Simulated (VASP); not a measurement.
# Ni in VASP: further runs

The runs below take Ni through single point, with PBE.

Everything below comes from runs of VASP 6.6.1. Logs are shortened: lines on timing, memory, paths and dates and some standing lists are left out, and cuts for length are marked.

## (1) The cell of the first run

It takes space group I4/mmm (No. 139, tetragonal). Conventional cell: a = 2.363 Å, b = 2.363 Å, c = 3.870 Å, α = 90.00°, β = 90.00°, γ = 90.00°. Within 3.1 Å of Ni (site symmetry 4/mmm) lie 12 Ni at 2.36 to 2.56 Å.

## (2) Single point, PBE, collinear spin, ferromagnetic start

Contents of INCAR:

```
PREC = Accurate ; ENCUT = 520
EDIFF = 1E-6 ; ISMEAR = 0
SIGMA = 0.15 ; LREAL = F
LASPH = T ; NELM = 150
ALGO = Normal ; ISIF = 2
LWAVE = F ; LCHARG = T
ISPIN = 2 ; MAGMOM = 0.75
LORBIT = 11 ; LMAXMIX = 4
GGA = PE ; LELF = T
LVHAR = T ; NBANDS = 15
```

Contents of KPOINTS:

```
regular mesh
0
Gamma
  22 22 22
```

Contents of POSCAR:

```
Ni
1.0
    0.0000000000      1.6710944787      1.9349515017
    1.6710944787      0.0000000000      1.9349515017
    1.6710944787      1.6710944787      0.0000000000
Ni
1
Direct
    0.0000000000      0.0000000000      0.0000000000
```

Potentials or basis: VASP PAW PBE potentials, release 64 (Ni).

Run with:

```bash
> cat potpaw_PBE.64/Ni/POTCAR > POTCAR
> mpirun -np 1 vasp_std > vasp.out
```

OUTCAR:

```text
PREC = Accurate
   ENCUT = 520
   EDIFF = 1E-6
   ISMEAR = 0
   LREAL = F
   LASPH = T
   NELM = 150
   ISIF = 2
   ISPIN = 2
   LORBIT = 11
   GGA = PE

 ion  position               nearest neighbor table
   1  0.000  0.000  0.000-

  LATTYP: Found a body centered tetragonal cell.
 ALAT       =     2.3632844758
 C/A-ratio  =     1.6375104407

  Lattice vectors:

 A1 = (  -1.6710944787,   0.0000000000,   1.9349515017)
 A2 = (   1.6710944787,   0.0000000000,   1.9349515017)
 A3 = (   0.0000000000,   1.6710944787,  -1.9349515017)

Analysis of symmetry for initial positions (statically):
=====================================================================
 Subroutine PRICEL returns:
 Original cell was already a primitive cell.

 Routine SETGRP: Setting up the symmetry group for a
 body centered tetragonal supercell.

 Subroutine GETGRP returns: Found 16 space group operations
 (whereof 16 operations were pure point group operations)
 out of a pool of 16 trial point group operations.

The static configuration has the point symmetry D_4h.

Analysis of symmetry for dynamics (positions and initial velocities):
=====================================================================
 Subroutine PRICEL returns:
 Original cell was already a primitive cell.

 Routine SETGRP: Setting up the symmetry group for a
 body centered tetragonal supercell.

 Subroutine GETGRP returns: Found 16 space group operations
 (whereof 16 operations were pure point group operations)
 out of a pool of 16 trial point group operations.

The dynamic configuration has the point symmetry D_4h.

Analysis of structural, dynamic, and magnetic symmetry:
=====================================================================
 Subroutine PRICEL returns:
 Original cell was already a primitive cell.

 Routine SETGRP: Setting up the symmetry group for a
 body centered tetragonal supercell.

 Subroutine GETGRP returns: Found 16 space group operations
 (whereof 16 operations were pure point group operations)
 out of a pool of 16 trial point group operations.

The overall configuration has the point symmetry D_4h.

 Subroutine INISYM returns: Found 16 space group operations
 (whereof 16 operations are pure point group operations),
 and found     1 'primitive' translations

----------------------------------------------------------------------------------------

                                     Primitive cell

  volume of cell :      10.8069

  direct lattice vectors                    reciprocal lattice vectors
     0.000000000  1.671094479  1.934951502    -0.299205106  0.299205106  0.258404409
     1.671094479  0.000000000  1.934951502     0.299205106 -0.299205106  0.258404409
     1.671094479  1.671094479  0.000000000     0.299205106  0.299205106 -0.258404409

  length of vectors
     2.556676372  2.556676372  2.363284476     0.495802611  0.495802611  0.495802611

  position of ions in fractional coordinates (direct lattice)
     0.000000000  0.000000000  0.000000000

  ion indices of the primitive-cell ions
   primitive index   ion index
                 1           1

----------------------------------------------------------------------------------------

 KPOINTS: regular mesh

Automatic generation of k-mesh.
 Grid dimensions read from file:
 generate k-points for:   22   22   22

 Generating k-lattice:

  Cartesian coordinates                     Fractional coordinates (reciprocal lattice)
    -0.013600232  0.013600232  0.011745655     0.045454545  0.000000000  0.000000000
     0.013600232 -0.013600232  0.011745655     0.000000000  0.045454545  0.000000000
     0.013600232  0.013600232 -0.011745655     0.000000000  0.000000000  0.045454545

  Length of vectors
     0.022536482  0.022536482  0.022536482

  Shift w.r.t. Gamma in fractional coordinates (k-lattice)
     0.000000000  0.000000000  0.000000000

 Subroutine IBZKPT returns following result:
 ===========================================

 Found    834 irreducible k-points:

 Following reciprocal coordinates:
            Coordinates               Weight
  0.000000  0.000000  0.000000      1.000000
  0.045455 -0.000000  0.000000      8.000000
  0.090909 -0.000000  0.000000      8.000000
  0.136364 -0.000000  0.000000      8.000000
  0.181818 -0.000000  0.000000      8.000000
  0.227273 -0.000000  0.000000      8.000000
[... 16 lines left out ...]
  0.500000  0.045455  0.000000      8.000000
 -0.454545  0.045455  0.000000      8.000000
 [... further k-points ...]
   k-points           NKPTS =    834   k-points in BZ     NKDIM =    834   number of bands    NBANDS=     15
   number of dos      NEDOS =    301   number of ions     NIONS =      1
   total plane-waves  NPLWV =   7200
   dimension x,y,z NGX =    20 NGY =   20 NGZ =   18
   dimension x,y,z NGXF=    40 NGYF=   40 NGZF=   36
   ions per type =               1
   NGX,Y,Z   is equivalent  to a cutoff of  13.00, 13.00, 12.66 a.u.
[... 83 lines left out ...]
     14      41.4616      0.00000
     15      42.2678      0.00000

 k-point     2 :       0.0455   -0.0000    0.0000
  band No.  band energies     occupation
      1       0.5015      1.00000
      2       6.4652      1.00000
      3       7.4230      1.00000
      4       7.4597      1.00000
      5       7.6575      1.00000
      6       8.6591      1.00000
      7      33.4060      0.00000
      8      35.5454      0.00000
      9      36.9252      0.00000
     10      37.6314      0.00000
     11      39.8357      0.00000
     12      40.4960      0.00000
     13      41.2578      0.00000
     14      42.3801      0.00000
     15      43.1509      0.00000
[... 365 lines left out ...]
      3       7.5515      1.00000
      4       8.5344      1.00000
      5       8.7679      1.00000
      6       9.7126      0.00616
      7      15.4515      0.00000
      8      28.3630      0.00000
      9      34.8356      0.00000
     10      35.4927      0.00000
     11      36.1648      0.00000
     12      40.2874      0.00000
     13      44.6643      0.00000
     14      54.3457      0.00000
     15      55.1848      0.00000

 k-point    24 :      -0.4545    0.0455    0.0000
  band No.  band energies     occupation
      1       4.6820      1.00000
      2       6.6196      1.00000
      3       7.5460      1.00000
      4       8.4733      1.00000
      5       8.7394      1.00000
      6       9.7583      0.00168
      7      15.4938      0.00000
      8      28.2870      0.00000
      9      34.7749      0.00000
     10      35.7436      0.00000
     11      36.7784      0.00000
     12      39.7673      0.00000
     13      44.4117      0.00000
     14      53.5923      0.00000
     15      54.5972      0.00000

 [... further k-points ...]

 spin component 2

 k-point     1 :       0.0000    0.0000    0.0000
  band No.  band energies     occupation
      1       0.3923      1.00000
      2       7.1537      1.00000
      3       8.1517      1.00000
      4       8.1517      1.00000
      5       8.2177      1.00000
      6       9.2589      0.96203
      7      33.5315      0.00000
      8      35.8787      0.00000
      9      37.8574      0.00000
     10      37.8574      0.00000
     11      40.2331      0.00000
     12      40.2331      0.00000
     13      41.1887      0.00000
     14      41.3872      0.00000
     15      42.5170      0.00000

 k-point     2 :       0.0455   -0.0000    0.0000
  band No.  band energies     occupation
      1       0.4746      1.00000
      2       7.1684      1.00000
      3       8.1274      1.00000
      4       8.1692      1.00000
      5       8.2225      1.00000
      6       9.2428      0.97303
      7      33.2870      0.00000
      8      35.4526      0.00000
      9      36.9523      0.00000
     10      37.6696      0.00000
     11      39.9077      0.00000
     12      40.5498      0.00000
     13      41.3436      0.00000
     14      42.4276      0.00000
     15      43.2977      0.00000
[... 365 lines left out ...]
      3       8.1387      1.00000
      4       8.8235      1.00000
      5       9.4907      0.34065
      6      10.1054      0.00000
      7      15.8384      0.00000
      8      28.3689      0.00000
      9      34.8045      0.00000
     10      35.5727      0.00000
     11      36.2322      0.00000
     12      40.3181      0.00000
     13      44.7611      0.00000
     14      54.3809      0.00000
     15      55.9005      0.00000

 k-point    24 :      -0.4545    0.0455    0.0000
  band No.  band energies     occupation
      1       5.0861      1.00000
      2       7.2144      1.00000
      3       8.1318      1.00000
      4       8.7469      1.00000
      5       9.4620      0.44423
      6      10.1677      0.00000
      7      15.8773      0.00000
      8      28.2976      0.00000
      9      34.7392      0.00000
     10      35.8194      0.00000
     11      36.8481      0.00000
     12      39.7984      0.00000
     13      44.5037      0.00000
     14      53.7758      0.00000
     15      54.6970      0.00000

 [... further k-points ...]
[... 5 lines left out ...]
  --------------------------------------------------------------------------------------
  -------------------------------------------------------------------------------------
  Total        0.7433820      0.7433820     -0.8027701      0.0000000     -0.0000000      0.0000000
  in kB      110.2098758    110.2098758   -119.0144521      0.0000000     -0.0000000      0.0000000
  external PRESSURE =      33.8017665 kB  Pullay stress =       0.0000000 kB

 VOLUME and BASIS-vectors are now :
 -----------------------------------------------------------------------------
  energy-cutoff  :      520.00
  volume of cell :       10.81
      direct lattice vectors                 reciprocal lattice vectors
     0.000000000  1.671094479  1.934951502    -0.299205106  0.299205106  0.258404409
     1.671094479  0.000000000  1.934951502     0.299205106 -0.299205106  0.258404409
     1.671094479  1.671094479  0.000000000     0.299205106  0.299205106 -0.258404409

 POSITION                                       TOTAL-FORCE (eV/Angst)
 -----------------------------------------------------------------------------------
      0.00000      0.00000      0.00000         0.000000      0.000000      0.000000
 -----------------------------------------------------------------------------------
    total drift:                               -0.000000      0.000000      0.000000

  FREE ENERGIE OF THE ION-ELECTRON SYSTEM (eV)
  ---------------------------------------------------
  free  energy   TOTEN  =        -5.4090693082 eV

  energy  without entropy=       -5.3874022060  energy(sigma->0) =       -5.39823576

 total charge

# of ion       s       p       d       tot
------------------------------------------
    1        0.501   0.502   8.328   9.331

 magnetization (x)

# of ion       s       p       d       tot
------------------------------------------
    1       -0.005  -0.022   0.637   0.610
```

Run time: 2.6 min. Hardware: 1 thread of Intel Xeon Platinum 8559C (Emerald Rapids), shared host; peak memory 0.3 GiB.

Results:

```
Free energy                                           : -5.4091 eV
Pressure                                              : 3.4 GPa
Net moment                                            : 0.60 μB per cell
Site moments                                          : Ni +0.61 μB
Valence electrons inside the program's atomic spheres : Ni 9.33
```

Levels at points of the mesh, in eV from the Fermi level:
Spin up:
```
           k point  band 2  band 3  band 4  band 5  band 6  band 7  band 8  band 9
(0.00, 0.00, 0.00)   -3.00   -2.00   -2.00   -1.79   -0.77   24.23   26.55   28.38
(0.50, 0.00, 0.00)   -2.82   -1.92   -0.68   -0.41   -0.21    5.87   19.65   25.14
(0.50, 0.50, 0.00)   -4.15   -0.45   -0.45   -0.41    0.46    6.84   17.47   17.47
(0.50, 0.00, 0.50)   -4.10   -0.76   -0.60   -0.05    3.71   10.66   13.96   13.99
```
Spin down:
```
           k point  band 3  band 4  band 5  band 6  band 7  band 8
(0.00, 0.00, 0.00)   -1.30   -1.30   -1.23   -0.19   24.08   26.43
(0.50, 0.00, 0.00)   -1.34   -0.26    0.04    0.31    6.27   19.63
(0.50, 0.50, 0.00)    0.19    0.35    0.35    0.41    7.13   17.48
(0.50, 0.00, 0.50)    0.01    0.02    0.79    3.69   10.87   13.97
```

Caveat: the cell differs from its parent crystal (strain +e along x and -e along y +0.0000, strain +e along z and -e/2 along x and y +0.1000).

## (3) Single point, PBE, collinear spin, ferromagnetic start

Contents of INCAR:

```
SYSTEM = Ni
PREC = Accurate
ENCUT = 520
EDIFF = 1E-7
ISMEAR = 0
SIGMA = 0.15
LREAL = .FALSE.
LASPH = .TRUE.
NELM = 150
ALGO = Normal
ISIF = 2
LWAVE = .FALSE.
LCHARG = .FALSE.
ISPIN = 2
MAGMOM = 0.75
LORBIT = 11
LMAXMIX = 4
GGA = PE
NBANDS = 15
```

Contents of KPOINTS:

```
Automatic mesh
0
G
  22 22 22
  0 0 0
```

Contents of POSCAR:

```
Ni
1.0
    0.0000000000      1.8030229902      1.6710944787
    1.8030229902      0.0000000000      1.6710944787
    1.8030229902      1.8030229902      0.0000000000
Ni
1
Direct
    0.0000000000      0.0000000000      0.0000000000
```

Potentials or basis: VASP PAW PBE potentials, release 64 (Ni).

Run with:

```bash
> cat potpaw_PBE.64/Ni/POTCAR > POTCAR
> mpirun -np 1 vasp_std > vasp.out
```

It took 2.6 min on 1 thread of Intel Xeon Platinum 8559C (Emerald Rapids), shared host; peak memory 0.29 GiB.

Results (log left out):

- Free energy: -5.4671 eV
- Pressure: 0.8 GPa
- Net moment: 0.62 μB per cell
- Site moments: Ni +0.64 μB
- Valence electrons inside the program's atomic spheres: Ni 9.31

Stress tensor (GPa, compression positive):
```
-1.45  0.00  0.00
 0.00 -1.45  0.00
 0.00  0.00  5.39
```

Levels at points of the mesh, in eV from the Fermi level:
Spin up:
```
           k point  band 1  band 2  band 3  band 4  band 5  band 6  band 7  band 8  band 9  band 10
(0.00, 0.00, 0.00)   -9.01   -2.55   -2.55   -2.11   -1.50   -1.02   23.86   27.37   27.37    28.24
(0.50, 0.00, 0.00)   -4.82   -2.65   -2.14   -0.68   -0.49   -0.26    5.72   21.71   23.47    26.56
(0.50, 0.50, 0.00)   -4.58   -4.23   -0.55   -0.44   -0.44    3.73   10.65   13.62   13.62    18.72
(0.50, 0.00, 0.50)   -4.67   -4.13   -0.60   -0.54   -0.34    1.89    8.57   15.51   15.60    20.35
```
Spin down:
```csv
k point,band 3,band 4,band 5,band 6,band 7,band 8
"(0.00, 0.00, 0.00)",-1.79,-1.38,-0.90,-0.45,23.71,27.33
"(0.50, 0.00, 0.00)",-1.53,-0.32,0.06,0.28,6.14,21.59
"(0.50, 0.50, 0.00)",0.08,0.43,0.43,3.70,10.86,13.63
"(0.50, 0.00, 0.50)",0.06,0.22,0.54,1.85,8.83,15.50
```

Caveat: the cell differs from its parent crystal (strain +e along x and -e along y +0.0000, strain +e along z and -e/2 along x and y -0.0500).

## (4) Single point, PBE, collinear spin, ferromagnetic start

Contents of INCAR:

```
PREC = Accurate
ENCUT = 520
EDIFF = 1E-6
ISMEAR = 0
SIGMA = 0.15
LREAL = False
LASPH = True
NELM = 150
ALGO = Fast
ISIF = 2
LWAVE = False
LCHARG = False
ISPIN = 2
MAGMOM = 0.75
LORBIT = 11
LMAXMIX = 4
GGA = PE
NBANDS = 15
```

Contents of KPOINTS:

```
regular mesh
0
Gamma
  22 22 22
```

Contents of POSCAR:

```
Ni
1.0
    0.0000000000      1.9085657994      1.8469991607
    1.5215754990      0.0000000000      1.8469991607
    1.5215754990      1.9085657994      0.0000000000
Ni
1
Direct
    0.0000000000      0.0000000000      0.0000000000
```

Run with:

```bash
> cat potpaw_PBE.64/Ni/POTCAR > POTCAR
> mpirun -np 1 vasp_std > vasp.out
```

Wall time 5.3 min (1 thread of Intel Xeon Platinum 8488C (Sapphire Rapids), shared host); peak memory 0.45 GiB.

It converged, with:

```
Free energy                                           : -5.4064 eV
Pressure                                              : 4.3 GPa
Net moment                                            : 0.57 μB per cell
Site moments                                          : Ni +0.58 μB
Valence electrons inside the program's atomic spheres : Ni 9.34
```

Stress tensor (GPa, compression positive):
```
10.32  0.00  0.00
 0.00 -2.80  0.00
 0.00  0.00  5.33
```

Levels at points of the mesh, in eV from the Fermi level:
Spin up:
```tsv
k point	band 1	band 2	band 3	band 4	band 5	band 6	band 7	band 8	band 9	band 10
(0.00, 0.00, 0.00)	-9.03	-2.67	-2.41	-1.91	-1.47	-0.73	24.87	26.98	27.46	30.22
(0.50, 0.00, 0.00)	-4.77	-3.00	-1.52	-0.72	-0.21	-0.08	6.12	20.20	22.12	25.16
(0.50, 0.50, 0.00)	-4.68	-3.79	-0.73	-0.65	-0.04	1.36	8.03	16.86	17.29	21.69
(0.50, 0.00, 0.50)	-4.72	-3.86	-0.62	-0.56	-0.16	0.72	7.23	17.54	18.03	22.33
(0.00, 0.50, 0.50)	-4.43	-4.27	-0.42	-0.41	-0.21	6.50	11.72	11.78	13.47	17.28
```
Spin down:
| k point | band 1 | band 2 | band 3 | band 4 | band 5 | band 6 | band 7 | band 8 | band 9 | band 10 |
| --- | --- | --- | --- | --- | --- | --- | --- | --- | --- | --- |
| (0.00, 0.00, 0.00) | -9.05 | -1.96 | -1.70 | -1.31 | -0.86 | -0.24 | 24.75 | 26.88 | 27.39 | 30.31 |
| (0.50, 0.00, 0.00) | -4.39 | -2.39 | -0.97 | -0.12 | -0.11 | 0.54 | 6.50 | 20.14 | 22.20 | 25.25 |
| (0.50, 0.50, 0.00) | -4.34 | -3.17 | -0.12 | -0.08 | 0.78 | 1.33 | 8.31 | 16.82 | 17.36 | 21.85 |
| (0.50, 0.00, 0.50) | -4.39 | -3.24 | -0.02 | 0.03 | 0.67 | 0.68 | 7.52 | 17.50 | 18.10 | 22.48 |
| (0.00, 0.50, 0.50) | -4.13 | -3.82 | 0.24 | 0.40 | 0.60 | 6.50 | 11.76 | 11.80 | 13.60 | 17.42 |

Caveat: the cell differs from its parent crystal (strain +e along x and -e along y -0.1100, strain +e along z and -e/2 along x and y +0.0500).

## (5) The runs side by side

| cell | gap on the mesh (eV) | pressure (GPa) | moment (μB) |
| --- | --- | --- | --- |
| a = 2.557, b = 2.557, c = 2.363 Å, angles 62.5, 62.5, 55.1°, 1 atom | none | 3.4 | 0.60 |
| a = 2.458, b = 2.458, c = 2.550 Å, angles 58.8, 58.8, 62.5°, 1 atom | none | 0.8 | 0.62 |
| a = 2.656, b = 2.393, c = 2.441 Å, angles 66.6, 55.8, 57.5°, 1 atom | none | 4.3 | 0.57 |

Alike in all rows: task single point; level PBE; potentials or basis VASP PAW PBE potentials, release 64 (Ni); spin collinear, ferromagnetic start; k mesh 22 × 22 × 22; cutoff (eV) 520; smearing gaussian 0.15 eV.

Total energies depend on the potentials used, so only differences within one code and one set of settings carry meaning.
